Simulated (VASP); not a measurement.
# CdS (zincblende type) (F-43m) in VASP: notebook

The runs below take CdS (zincblende type) through single point, with PBEsol.

All numbers are computed with VASP 6.6.1; they aren't measurements. Logs are shortened: lines on timing, memory, paths and dates and some standing lists are left out, and cuts for length are marked.

## Step 1: The cell of the first run

Symmetry: F-43m, No. 216, cubic system. Conventional cell: a = 4.772 Å, b = 4.772 Å, c = 4.772 Å, α = 90.00°, β = 90.00°, γ = 90.00°. Cd (site symmetry -43m) has 4 S at 2.07 Å within 2.7 Å. Within 2.7 Å of S (site symmetry -43m) lie 4 Cd at 2.07 Å.

## Step 2: Single point, PBEsol (volume scaled by 0.55)

File INCAR:

```
ALGO = Normal ; EDIFF = 1E-7
ENCUT = 520 ; GGA = PS
ISIF = 2 ; ISMEAR = -1
LASPH = T ; LCHARG = F
LREAL = F ; LWAVE = F
NBANDS = 16 ; NELM = 80
PREC = Accurate ; SIGMA = 0.1
```

File KPOINTS:

```
k-points
0
Gamma
  11 11 11
```

File POSCAR:

```
CdS
1.0
    0.0000000000      2.3860285032      2.3860285032
    2.3860285032      0.0000000000      2.3860285032
    2.3860285032      2.3860285032      0.0000000000
Cd S
1 1
Direct
    0.0000000000      0.0000000000      0.0000000000
    0.2500000000      0.2500000000      0.2500000000
```

Potentials or basis: VASP PAW PBE potentials, release 64 (Cd, S).

Started as:

```bash
cat potpaw_PBE.64/Cd/POTCAR potpaw_PBE.64/S/POTCAR > POTCAR
mpirun -np 1 vasp_std > vasp.out
```

OUTCAR:

```text
EDIFF = 1E-7
   ENCUT = 520
   GGA = PS
   ISIF = 2
   ISMEAR = -1
   LASPH = T
   LREAL = F
   NELM = 80
   PREC = Accurate

 ion  position               nearest neighbor table
   1  0.000  0.000  0.000-   2 2.07   2 2.07   2 2.07   2 2.07
   2  0.250  0.250  0.250-   1 2.07   1 2.07   1 2.07   1 2.07

  LATTYP: Found a face centered cubic cell.
 ALAT       =     4.7720570064

  Lattice vectors:

 A1 = (   0.0000000000,   2.3860285032,   2.3860285032)
 A2 = (   2.3860285032,   0.0000000000,   2.3860285032)
 A3 = (   2.3860285032,   2.3860285032,   0.0000000000)

Analysis of symmetry for initial positions (statically):
=====================================================================
 Subroutine PRICEL returns:
 Original cell was already a primitive cell.

 Routine SETGRP: Setting up the symmetry group for a
 face centered cubic supercell.

 Subroutine GETGRP returns: Found 24 space group operations
 (whereof 24 operations were pure point group operations)
 out of a pool of 48 trial point group operations.

The static configuration has the point symmetry T_d .

Analysis of symmetry for dynamics (positions and initial velocities):
=====================================================================
 Subroutine PRICEL returns:
 Original cell was already a primitive cell.

 Routine SETGRP: Setting up the symmetry group for a
 face centered cubic supercell.

 Subroutine GETGRP returns: Found 24 space group operations
 (whereof 24 operations were pure point group operations)
 out of a pool of 48 trial point group operations.

The dynamic configuration has the point symmetry T_d .

 Subroutine INISYM returns: Found 24 space group operations
 (whereof 24 operations are pure point group operations),
 and found     1 'primitive' translations

----------------------------------------------------------------------------------------

                                     Primitive cell

  volume of cell :      27.1680

  direct lattice vectors                    reciprocal lattice vectors
     0.000000000  2.386028503  2.386028503    -0.209553239  0.209553239  0.209553239
     2.386028503  0.000000000  2.386028503     0.209553239 -0.209553239  0.209553239
     2.386028503  2.386028503  0.000000000     0.209553239  0.209553239 -0.209553239

  length of vectors
     3.374353869  3.374353869  3.374353869     0.362956856  0.362956856  0.362956856

  position of ions in fractional coordinates (direct lattice)
     0.000000000  0.000000000  0.000000000
[... 77 lines left out ...]
   NELM   =     80;   NELMIN=  2; NELMDL= -5     # of ELM steps
   EDIFF  = 0.1E-06   stopping-criterion for ELM
   LREAL  =      F    real-space projection
   EDIFFG = 0.1E-05   stopping-criterion for IOM
   NSW    =      0    number of steps for IOM
   IBRION =     -1    ionic relax: 0-MD 1-quasi-New 2-CG
   NFREE  =      0    steps in history (QN), initial steepest desc. (CG)
   ISIF   =      2    stress and relaxation
   ISYM   =      2    0-nonsym 1-usesym 2-fastsym
   POTIM  = 0.5000    time-step for ionic-motion
   TEBEG  =    0.0;   TEEND  =   0.0 temperature during run
   PSTRESS=    0.0 pullay stress
   NELECT =      18.0000    total number of electrons
   NUPDOWN=      -1.0000    fix difference up-down
   EMIN   =  10.00;   EMAX   =-10.00  energy-range for DOS
   EFERMI =   0.00;   METHOD = LEGACY
   ISMEAR =    -1;   SIGMA  =   0.10  broadening in eV -4-tet -1-fermi 0-gaus
   EFERMI_NEDOS =   21; number of points for ismear=-14 and -15
   IALGO  =     38    algorithm
   IMIX   =      4    mixing-type and parameters
     AMIX     =   0.40;   BMIX     =  1.00
     AMIX_MAG =   1.60;   BMIX_MAG =  1.00
  volume/ion in A,a.u.               =      13.58        91.67
  Fermi-wavevector in a.u.,A,eV,Ry     =   1.427184  2.696987 27.713093  2.036855
  Thomas-Fermi vector in A             =   2.547381
   LORBIT       =      0    0 simple, 1 ext, 2 COOP (PROOUT), +10 PAW based schemes
   GGA     = PS    functional components
   LHFCALC =     F    Hartree Fock is set to
   AEXX    =    0.0000 exact exchange contribution
   IVDW    =     0    specifies the selected vdW correction
   LEPSILON=     F    determine dielectric tensor
   LRPA    =     F    only Hartree local field effects (RPA)
 non-spin polarized calculation
  energy-cutoff  :      520.00
  volume of cell :       27.17
 maximum number of plane-waves:       748
 NGX is ok and might be reduce to    28
   NGX = 13   NGY = 13   NGZ = 13

 number of electron      17.9999998 magnetization

 Free energy of the ion-electron system (eV)
  ---------------------------------------------------
  ext. energy  EPLUGINS =         0.00000000
  ---------------------------------------------------
  free energy    TOTEN  =        -0.84343080 eV

  energy without entropy =       -0.84342836  energy(sigma->0) =       -0.84342958

 E-fermi :   9.9635     XC(G=0): -12.5022

 val. band max:        9.0543051731   @ k =   0.0000   0.0000   0.0000
 cond. band min:      10.8152942735   @ k =   0.0000   0.0000   0.0000
 fundamental gap:      1.7609891004
 Fermi energy:         9.9634947376

 k-point     1 :       0.0000    0.0000    0.0000
  band No.  band energies     occupation
      1      -9.3931      2.00000
      2      -3.6924      2.00000
      3      -3.6924      2.00000
      4      -3.6924      2.00000
      5      -1.9522      2.00000
      6      -1.9522      2.00000
[... 433 lines left out ...]
      3      -3.3477      2.00000
      4      -3.2451      2.00000
      5      -2.0861      2.00000
      6      -1.7591      2.00000
[... 8 lines left out ...]
     15      21.6617      0.00000
     16      23.8453      0.00000

 [... further k-points ...]

------------------------ aborting loop because EDIFF is reached ----------------------------------------

  FORCE on cell =-STRESS in cart. coord.  units (eV):
  Direction    XX          YY          ZZ          XY          YZ          ZX
  --------------------------------------------------------------------------------------
  -------------------------------------------------------------------------------------
  Total       25.2013580     25.2013580     25.2013580      0.0000000      0.0000000     -0.0000000
  in kB     1486.2013408   1486.2013408   1486.2013408      0.0000000      0.0000000     -0.0000000
  external PRESSURE =    1486.2013408 kB  Pullay stress =       0.0000000 kB

 VOLUME and BASIS-vectors are now :
 -----------------------------------------------------------------------------
  energy-cutoff  :      520.00
  volume of cell :       27.17
      direct lattice vectors                 reciprocal lattice vectors
     0.000000000  2.386028503  2.386028503    -0.209553239  0.209553239  0.209553239
     2.386028503  0.000000000  2.386028503     0.209553239 -0.209553239  0.209553239
     2.386028503  2.386028503  0.000000000     0.209553239  0.209553239 -0.209553239

 POSITION                                       TOTAL-FORCE (eV/Angst)
 -----------------------------------------------------------------------------------
      0.00000      0.00000      0.00000         0.000000      0.000000      0.000000
      1.19301      1.19301      1.19301        -0.000000     -0.000000     -0.000000
 -----------------------------------------------------------------------------------
    total drift:                               -0.000001     -0.000001     -0.000000

  FREE ENERGIE OF THE ION-ELECTRON SYSTEM (eV)
  ---------------------------------------------------
  free  energy   TOTEN  =        -0.8434307981 eV

  energy  without entropy=       -0.8434283642  energy(sigma->0) =       -0.84342958
```

stdout:

```text
POSCAR found type information on POSCAR CdS
 POSCAR found :  2 types and       2 ions
 scaLAPACK will be used
 -----------------------------------------------------------------------------
|                                                                             |
|                                                                             |
|     You enforced a specific xc type in the INCAR file but a different       |
|     I HOPE YOU KNOW WHAT YOU ARE DOING!                                     |
|                                                                             |
 -----------------------------------------------------------------------------

 LDA part: xc-table for (Slater+PW92), standard interpolation
 POSCAR, INCAR and KPOINTS ok, starting setup
 FFT: planning ... GRIDC
 FFT: planning ... GRID_SOFT
 FFT: planning ... GRID
 WAVECAR not read
 entering main loop
```

It took 14 s on 1 thread of Intel Xeon 6975P-C (Granite Rapids), shared host; peak memory 0.17 GiB.

What came out:

```
Free energy            : -0.8434 eV
Pressure               : 148.6 GPa
Band gap on the k mesh : 1.76 eV, direct
```

Caveat: the cell differs from its parent crystal (volume scaled by 0.55); the PAW data sets were made with another functional, which shifts forces and pressure a little. A k mesh can miss the band edges.

## Step 3: Single point, PBEsol (volume scaled by 0.88)

File INCAR:

```
PREC     = Accurate       # precision mode
ENCUT    = 520            # plane-wave cutoff, eV
EDIFF    = 1E-6           # SCF threshold, eV
ISMEAR   = -1             # smearing method
SIGMA    = 0.1            # smearing width, eV
LREAL    = F              # projectors in reciprocal space
LASPH    = T              # aspherical terms in the spheres
NELM     = 60             # most SCF steps
ALGO     = Normal         # electronic algorithm
ISIF     = 2              # what is computed and relaxed
LWAVE    = F              # write WAVECAR
LCHARG   = T              # write CHGCAR
GGA      = PS             # functional
LELF     = T              # ELF
LVHAR    = T            
NBANDS   = 16             # bands
```

File KPOINTS:

```
Automatic mesh
0
Gamma
  11 11 11
```

File POSCAR:

```
CdS
1.0
    0.0000000000      2.7907158669      2.7907158669
    2.7907158669      0.0000000000      2.7907158669
    2.7907158669      2.7907158669      0.0000000000
Cd S
1 1
Direct
    0.0000000000      0.0000000000      0.0000000000
    0.2500000000      0.2500000000      0.2500000000
```

Potentials or basis: VASP PAW PBE potentials, release 64 (Cd, S).

Started as:

```bash
cat potpaw_PBE.64/Cd/POTCAR potpaw_PBE.64/S/POTCAR > POTCAR
mpirun -np 1 vasp_std > vasp.out
```

It took 22 s on 1 thread of Intel Xeon 6975P-C (Granite Rapids), shared host; peak memory 0.18 GiB.

Results (log left out):

```yaml
Free_energy: -6.6199 eV
Pressure: 11.2 GPa
Band_gap_on_the_k_mesh: 1.27 eV, direct
```

Levels at points of the mesh, in eV from the valence-band top:
| k point | band 5 | band 6 | band 7 | band 8 | band 9 | band 10 | band 11 | band 12 | band 13 | band 14 |
| --- | --- | --- | --- | --- | --- | --- | --- | --- | --- | --- |
| (0.00, 0.00, 0.00) | -7.65 | -7.65 | 0.00 | 0.00 | 0.00 | 1.27 | 6.36 | 6.36 | 6.36 | 11.63 |

Caveat: the cell differs from its parent crystal (volume scaled by 0.88); the PAW data sets were made with another functional, which shifts forces and pressure a little.

## Step 4: Single point, PBEsol

This run uses another cell than the first one, of 24.70 Å³/atom, 1.818 times its volume.

File INCAR:

```
ALGO = Normal ; EDIFF = 1E-6
ENCUT = 520 ; GGA = PS
ISIF = 2 ; ISMEAR = -1
LASPH = T ; LCHARG = F
LREAL = F ; LWAVE = F
NBANDS = 16 ; NELM = 60
PREC = Accurate ; SIGMA = 0.1
```

File KPOINTS:

```
k-points
0
Gamma
  11 11 11
```

File POSCAR:

```
CdS
1.0
    0.0000000000      2.9122013413      2.9122013413
    2.9122013413      0.0000000000      2.9122013413
    2.9122013413      2.9122013413      0.0000000000
Cd S
1 1
Direct
    0.0000000000      0.0000000000      0.0000000000
    0.2500000000      0.2500000000      0.2500000000
```

Started as:

```bash
cat potpaw_PBE.64/Cd/POTCAR potpaw_PBE.64/S/POTCAR > POTCAR
mpirun -np 1 vasp_std > vasp.out
```

It took 18 s on 1 thread of Intel Xeon 6975P-C (Granite Rapids), shared host; peak memory 0.19 GiB.

The run converged. Its results:

| Property | Result |
| --- | --- |
| Free energy | -6.8135 eV |
| Pressure | 0.4 GPa |
| Band gap on the k mesh | 1.02 eV, direct |

Levels at points of the mesh, in eV from the valence-band top:
| k point | band 7 | band 8 | band 9 | band 10 | band 11 | band 12 |
| --- | --- | --- | --- | --- | --- | --- |
| (0.00, 0.00, 0.00) | 0.00 | 0.00 | 0.00 | 1.02 | 6.44 | 6.44 |

Caveat: the PAW data sets were made with another functional, which shifts forces and pressure a little.

## Step 5: Summary

```tsv
cell	gap on the mesh (eV)	pressure (GPa)
a = 3.374 Å, angles 60.0°, 2 atoms	1.76	148.6
a = 3.947 Å, angles 60.0°, 2 atoms	1.27	11.2
a = 4.118 Å, angles 60.0°, 2 atoms	1.02	0.4
```

Alike in all rows: task single point; level PBEsol; potentials or basis VASP PAW PBE potentials, release 64 (Cd, S); no spin polarisation; k mesh 11 × 11 × 11; cutoff (eV) 520; smearing fermi-dirac 0.1 eV.

Caveats: the PAW data sets were made with another functional, which shifts forces and pressure a little.

Total energies depend on the potentials used, so only differences within one code and one set of settings carry meaning.
